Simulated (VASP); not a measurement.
Rb:

```
Rb
1.0
    -2.80250    2.80250    2.80250
     2.80250   -2.80250    2.80250
     2.80250    2.80250   -2.80250
Rb
1
Direct
  0.00000 0.00000 0.00000
```

Base run:

```yaml
Program: VASP 6.6.1
Functional: rpbe exchange, lyp correlation
Potentials_or_basis: VASP PAW PBE potentials, release 64 (Rb_sv)
Cutoff: 500 eV
k_mesh: 7 × 7 × 7
Occupations: fermi-dirac, width 0.01 eV
Spin: no spin polarisation
```

Its results: band gap on the k mesh zero (an odd number of electrons rules out a gap without spin polarisation); pressure 0.4 GPa.

Q: The run is repeated on the same cell with these changes: functional from rpbe exchange, lyp correlation to SVWN5; occupations from fermi-dirac, width 0.01 eV to gaussian, width 0.05 eV. What comes out?

A: Band gap on the k mesh zero (an odd number of electrons rules out a gap without spin polarisation); pressure -0.4 GPa.

Caveats: the PAW data sets were made with another functional, which shifts forces and pressure a little.
